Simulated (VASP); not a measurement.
# Te2Pt (P-3m1) in VASP: single point with PBE-based screened hybrid with 20 % exact exchange

Aim: the single point of Te2Pt with PBE-based screened hybrid with 20 % exact exchange.

Program: VASP 6.6.1. These are calculated values, not measurements. Logs are shortened: lines on timing, memory, paths and dates and some standing lists are left out, and cuts for length are marked.

## Step 1: The cell of the first run

Symmetry: P-3m1, No. 164, trigonal system. The conventional cell has a = 4.038 Å, b = 4.038 Å, c = 5.311 Å, α = 90.00°, β = 90.00°, γ = 120.00°. Within 3.6 Å of Pt (site symmetry -3m) lie 6 Te at 2.70 Å. Within 3.6 Å of Te (site symmetry 3m) lie 3 Pt at 2.70 Å and 6 Te at 3.48 to 3.59 Å.

## Step 2: Single point, PBE-based screened hybrid with 20 % exact exchange

File POSCAR:

```
Te2Pt
1.0
    4.0381770495      0.0000000000      0.0000000000
   -2.0190885248      3.4971639098      0.0000000000
    0.0000000000      0.0000000000      5.3109615756
Pt Te
1 2
Direct
    0.0000000000      0.0000000000      0.0000000000
    0.3333333333      0.6666666667      0.2568463255
    0.6666666667      0.3333333333      0.7431536745
```

File INCAR.step1:

```
SYSTEM = Te2Pt
ALGO = Normal ; EDIFF = 1E-5
ENCUT = 400 ; GGA = PE
GGA_COMPAT = .FALSE. ; ISIF = 2
ISMEAR = -1 ; LASPH = .TRUE.
LCHARG = .FALSE. ; LREAL = .FALSE.
LWAVE = .TRUE. ; NBANDS = 18
NELM = 120 ; PREC = Accurate
SIGMA = 0.02
```

File INCAR.step2:

```
SYSTEM = Te2Pt
AEXX = 0.2 ; ALGO = Normal
EDIFF = 1E-6 ; ENCUT = 400
GGA = PE ; GGA_COMPAT = .FALSE.
HFSCREEN = 0.5 ; ISIF = 2
ISMEAR = -1 ; ISTART = 1
LASPH = .TRUE. ; LCHARG = .FALSE.
LHFCALC = .TRUE. ; LREAL = .FALSE.
LWAVE = .FALSE. ; NBANDS = 18
NELM = 120 ; PREC = Accurate
PRECFOCK = Normal ; SIGMA = 0.02
```

File KPOINTS:

```
k-points
0
G
  6 6 2
  0 0 0
```

Potentials or basis: VASP PAW PBE potentials, release 64 (Pt, Te).

On the command line:

```
cat potpaw_PBE.64/Pt/POTCAR potpaw_PBE.64/Te/POTCAR > POTCAR
cp INCAR.step1 INCAR
mpirun -np 1 vasp_std > vasp.out
cp INCAR.step2 INCAR
mpirun -np 1 vasp_std > vasp.out
```

OUTCAR:

```text
SYSTEM = Te2Pt
   AEXX = 0.2
   EDIFF = 1E-6
   ENCUT = 400
   GGA = PE
   HFSCREEN = 0.5
   ISIF = 2
   ISMEAR = -1
   ISTART = 1
   LASPH = .TRUE.
   LHFCALC = .TRUE.
   LREAL = .FALSE.
   NELM = 120
   PREC = Accurate
   PRECFOCK = Normal

 ion  position               nearest neighbor table
   1  0.000  0.000  0.000-   2 2.70   3 2.70   2 2.70   3 2.70   3 2.70   2 2.70
   2  0.333  0.667  0.257-   1 2.70   1 2.70   1 2.70   3 3.48   3 3.48   3 3.48   3 3.59   3 3.59
                             3 3.59
   3  0.667  0.333  0.743-   1 2.70   1 2.70   1 2.70   2 3.48   2 3.48   2 3.48   2 3.59   2 3.59
                             2 3.59

  LATTYP: Found a hexagonal cell.
 ALAT       =     4.0381770495
 C/A-ratio  =     1.3151878956

  Lattice vectors:

 A1 = (   4.0381770495,   0.0000000000,   0.0000000000)
 A2 = (  -2.0190885248,   3.4971639098,   0.0000000000)
 A3 = (   0.0000000000,   0.0000000000,   5.3109615756)

Analysis of symmetry for initial positions (statically):
=====================================================================
 Subroutine PRICEL returns:
 Original cell was already a primitive cell.

 Routine SETGRP: Setting up the symmetry group for a
 hexagonal supercell.

 Subroutine GETGRP returns: Found 12 space group operations
 (whereof 12 operations were pure point group operations)
 out of a pool of 24 trial point group operations.

The static configuration has the point symmetry D_3d.

Analysis of symmetry for dynamics (positions and initial velocities):
=====================================================================
 Subroutine PRICEL returns:
 Original cell was already a primitive cell.

 Routine SETGRP: Setting up the symmetry group for a
 hexagonal supercell.

 Subroutine GETGRP returns: Found 12 space group operations
 (whereof 12 operations were pure point group operations)
 out of a pool of 24 trial point group operations.

The dynamic configuration has the point symmetry D_3d.

 Subroutine INISYM returns: Found 12 space group operations
 (whereof 12 operations are pure point group operations),
 and found     1 'primitive' translations

----------------------------------------------------------------------------------------

                                     Primitive cell

  volume of cell :      75.0023

  direct lattice vectors                    reciprocal lattice vectors
     4.038177049  0.000000000  0.000000000     0.247636492  0.142972996  0.000000000
    -2.019088525  3.497163910  0.000000000     0.000000000  0.285945991  0.000000000
     0.000000000  0.000000000  5.310961576     0.000000000  0.000000000  0.188289820

  length of vectors
     4.038177049  4.038177049  5.310961576     0.285945991  0.285945991  0.188289820

  position of ions in fractional coordinates (direct lattice)
     0.000000000  0.000000000  0.000000000
     0.333333333  0.666666667  0.256846325
     0.666666667  0.333333333  0.743153675

  ion indices of the primitive-cell ions
   primitive index   ion index
                 1           1
                 2           2
                 3           3

----------------------------------------------------------------------------------------

 KPOINTS: k-points

Automatic generation of k-mesh.
 Grid dimensions read from file:
 generate k-points for:    6    6    2

 Generating k-lattice:

  Cartesian coordinates                     Fractional coordinates (reciprocal lattice)
     0.041272749  0.023828833  0.000000000     0.166666667  0.000000000  0.000000000
     0.000000000  0.047657665  0.000000000     0.000000000  0.166666667  0.000000000
     0.000000000  0.000000000  0.094144910     0.000000000  0.000000000  0.500000000

  Length of vectors
     0.047657665  0.047657665  0.094144910

  Shift w.r.t. Gamma in fractional coordinates (k-lattice)
     0.000000000  0.000000000  0.000000000

 Subroutine IBZKPT returns following result:
 ===========================================

 Found     14 irreducible k-points:

 Following reciprocal coordinates:
            Coordinates               Weight
  0.000000  0.000000  0.000000      1.000000
  0.166667 -0.000000  0.000000      6.000000
  0.333333 -0.000000  0.000000      6.000000
  0.500000 -0.000000  0.000000      3.000000
  0.166667  0.166667  0.000000      6.000000
  0.333333  0.166667  0.000000     12.000000
  0.333333  0.333333  0.000000      2.000000
  0.000000  0.000000  0.500000      1.000000
  0.166667 -0.000000  0.500000      6.000000
  0.333333 -0.000000  0.500000      6.000000
  0.500000 -0.000000  0.500000      3.000000
  0.166667  0.166667  0.500000      6.000000
  0.333333  0.166667  0.500000     12.000000
  0.333333  0.333333  0.500000      2.000000
   k-points           NKPTS =     14   k-points in BZ     NKDIM =     72   number of bands    NBANDS=     18
   number of dos      NEDOS =    301   number of ions     NIONS =      3
   total plane-waves  NPLWV =  28224
   dimension x,y,z NGX =    28 NGY =   28 NGZ =   36
   dimension x,y,z NGXF=    56 NGYF=   56 NGZF=   72
   ions per type =               1   2
   NGX,Y,Z   is equivalent  to a cutoff of  11.53, 11.53, 11.27 a.u.
   NGXF,Y,Z  is equivalent  to a cutoff of  23.05, 23.05, 22.54 a.u.
 SYSTEM =  Te2Pt
   PREC   = accura    normal or accurate (medium, high low for compatibility)
   ISTART =      1    job   : 0-new  1-cont  2-samecut
   ICHARG =      0    charge: 1-file 2-atom 10-const
   ISPIN  =      1    spin polarized calculation?
   LNONCOLLINEAR =      F non collinear calculations
   LSORBIT =      F    spin-orbit coupling
   LASPH  =      T    aspherical Exc in radial PAW
   ENCUT  =  400.0 eV  29.40 Ry    5.42 a.u.   6.59  6.59  8.66*2*pi/ulx,y,z
   NELM   =    120;   NELMIN=  2; NELMDL=  0     # of ELM steps
   EDIFF  = 0.1E-05   stopping-criterion for ELM
   LREAL  =      F    real-space projection
   EDIFFG = 0.1E-04   stopping-criterion for IOM
   NSW    =      0    number of steps for IOM
   IBRION =     -1    ionic relax: 0-MD 1-quasi-New 2-CG
   NFREE  =      0    steps in history (QN), initial steepest desc. (CG)
   ISIF   =      2    stress and relaxation
   ISYM   =      3    0-nonsym 1-usesym 2-fastsym
   POTIM  = 0.5000    time-step for ionic-motion
   TEBEG  =    0.0;   TEEND  =   0.0 temperature during run
   PSTRESS=    0.0 pullay stress
   NELECT =      22.0000    total number of electrons
   NUPDOWN=      -1.0000    fix difference up-down
   EMIN   =  10.00;   EMAX   =-10.00  energy-range for DOS
   EFERMI =   0.00;   METHOD = LEGACY
   ISMEAR =    -1;   SIGMA  =   0.02  broadening in eV -4-tet -1-fermi 0-gaus
   EFERMI_NEDOS =   21; number of points for ismear=-14 and -15
   IALGO  =     38    algorithm
   IMIX   =      1    mixing-type and parameters
     AMIX     =   0.40;   BMIX     =  1.00
     AMIX_MAG =   1.60;   BMIX_MAG =  1.00
  volume/ion in A,a.u.               =      25.00       168.71
  Fermi-wavevector in a.u.,A,eV,Ry     =   1.087738  2.055526 16.098053  1.183174
  Thomas-Fermi vector in A             =   2.223904
   LORBIT       =      0    0 simple, 1 ext, 2 COOP (PROOUT), +10 PAW based schemes
   GGA     = PE    functional components
   LHFCALC =     T    Hartree Fock is set to
   PRECFOCK=normal    Normal, Fast or Accurate (Low or Medium for compatibility)
   ENCUT4O =  -1.0   cutoff for four orbital integrals eV
   NKREDX  =     1    reduce k-point grid by
   NKREDY  =     1    reduce k-point grid by
   NKREDZ  =     1    reduce k-point grid by
   AEXX    =    0.2000 exact exchange contribution
   HFSCREEN=    0.5000 screening length (either q_TF or 0.3 A-1)
   HFSCREENC=   0.5000 screening length for correlation (either q_TF or 0.3 A-1)
   ENCUTFOCK=  -1.0 apply spherical cutoff to Coloumb kernel
   IVDW    =     0    specifies the selected vdW correction
   LEPSILON=     F    determine dielectric tensor
   LRPA    =     F    only Hartree local field effects (RPA)
 non-spin polarized calculation
  energy-cutoff  :      400.00
  volume of cell :       75.00
 maximum number of plane-waves:      1398
 NGX is ok and might be reduce to    28
  NGX = 20; NGY = 20; NGZ = 28

 number of electron      22.0000008 magnetization

 Free energy of the ion-electron system (eV)
  ---------------------------------------------------
  ext. energy  EPLUGINS =         0.00000000
  ---------------------------------------------------
  free energy    TOTEN  =       -14.63205326 eV

  energy without entropy =      -14.62953396  energy(sigma->0) =      -14.63079361

 E-fermi :   8.1638     XC(G=0):  -9.3163

 val. band max:        8.1628611584   @ k =   0.1667   0.1667   0.0000
 cond. band min:       8.4716044272   @ k =   0.3333   0.1667   0.0000
 fundamental gap:      0.3087432688
 Fermi energy:         8.1637791579

 k-point     1 :       0.0000    0.0000    0.0000
  band No.  band energies     occupation
      1      -6.3129      2.00000
      2      -2.9102      2.00000
      3       1.2484      2.00000
      4       2.2678      2.00000
      5       2.2678      2.00000
      6       4.1047      2.00000
[... 10 lines left out ...]
     17      14.4707      0.00000
     18      17.9286      0.00000

 k-point     2 :       0.1667   -0.0000    0.0000
  band No.  band energies     occupation
      1      -6.0018      2.00000
      2      -3.0643      2.00000
      3       1.5952      2.00000
      4       2.4384      2.00000
      5       2.4746      2.00000
      6       3.8622      2.00000
[... 10 lines left out ...]
     17      15.0386      0.00000
     18      15.8705      0.00000

 k-point     3 :       0.3333   -0.0000    0.0000
  band No.  band energies     occupation
      1      -5.1722      2.00000
      2      -3.4621      2.00000
      3       2.0775      2.00000
      4       2.6645      2.00000
      5       2.7893      2.00000
      6       3.3399      2.00000
[... 202 lines left out ...]
 k-point    13 :       0.3333    0.1667    0.5000
  band No.  band energies     occupation
      1      -4.1968      2.00000
      2      -3.9658      2.00000
      3       1.3271      2.00000
      4       2.0407      2.00000
      5       2.9895      2.00000
      6       3.6321      2.00000
[... 10 lines left out ...]
     17      15.9996      0.00000
     18      16.9436      0.00000

 k-point    14 :       0.3333    0.3333    0.5000
  band No.  band energies     occupation
      1      -3.9389      2.00000
      2      -3.9389      2.00000
      3       1.9921      2.00000
      4       1.9921      2.00000
      5       2.1531      2.00000
      6       3.9990      2.00000
[... 10 lines left out ...]
     17      15.5824      0.00000
     18      16.5485      0.00000

------------------------ aborting loop because EDIFF is reached ----------------------------------------

  FORCE on cell =-STRESS in cart. coord.  units (eV):
  Direction    XX          YY          ZZ          XY          YZ          ZX
  --------------------------------------------------------------------------------------
  -------------------------------------------------------------------------------------
  Total        0.5443578      0.5443578      0.3762998     -0.0000000      0.0000000      0.0000000
  in kB       11.6284143     11.6284143      8.0384085     -0.0000000      0.0000000      0.0000000
  external PRESSURE =      10.4317457 kB  Pullay stress =       0.0000000 kB

 VOLUME and BASIS-vectors are now :
 -----------------------------------------------------------------------------
  energy-cutoff  :      400.00
  volume of cell :       75.00
      direct lattice vectors                 reciprocal lattice vectors
     4.038177049  0.000000000  0.000000000     0.247636492  0.142972996  0.000000000
    -2.019088525  3.497163910  0.000000000     0.000000000  0.285945991  0.000000000
     0.000000000  0.000000000  5.310961576     0.000000000  0.000000000  0.188289820

 POSITION                                       TOTAL-FORCE (eV/Angst)
 -----------------------------------------------------------------------------------
      0.00000      0.00000      0.00000         0.000000      0.000000      0.000000
     -0.00000      2.33144      1.36410         0.000000     -0.000000     -0.016407
      2.01909      1.16572      3.94686         0.000000      0.000000      0.016407
 -----------------------------------------------------------------------------------
    total drift:                               -0.000000     -0.000000      0.000001

  FREE ENERGIE OF THE ION-ELECTRON SYSTEM (eV)
  ---------------------------------------------------
  free  energy   TOTEN  =       -14.6320532628 eV

  energy  without entropy=      -14.6295339650  energy(sigma->0) =      -14.63079361
```

Run time: 18 min. Hardware: 1 thread of AMD EPYC 7R43 (Zen 3), shared host; peak memory 0.25 GiB.

Results:

* Free energy: -14.6321 eV
* Pressure: 1.0 GPa
* Largest force: 0.016 eV/Å
* Band gap on the k mesh: zero (bands 11 and 12 overlap by 1.34 eV)

Forces in eV/Å, atoms in the order of the input:
```
Pt   0.000  0.000  0.000
Te   0.000  0.000 -0.016
Te   0.000  0.000  0.016
```

Levels at points of the mesh, in eV from the Fermi level:
```
           k point  band 9  band 10  band 11  band 12  band 13  band 14
(0.00, 0.00, 0.00)   -0.38    -0.38     1.26     1.26     1.61     3.06
(0.50, 0.00, 0.00)   -3.47    -3.33    -2.95     0.31     2.72     4.10
(0.00, 0.00, 0.50)   -1.45    -1.02    -1.02     2.44     2.44     4.41
(0.50, 0.00, 0.50)   -3.46    -2.36    -0.72     0.68     1.57     4.44
```

Caveat: the k points lie up to 0.59 Å⁻¹ apart, too coarse for converged energies and pressures of a metal; the PAW data sets were made with another functional, which shifts forces and pressure a little; spin-orbit coupling is left out, which moves the levels of the heavy elements.

The gap in the log of VASP goes by the Fermi energy; the results here count the filled bands.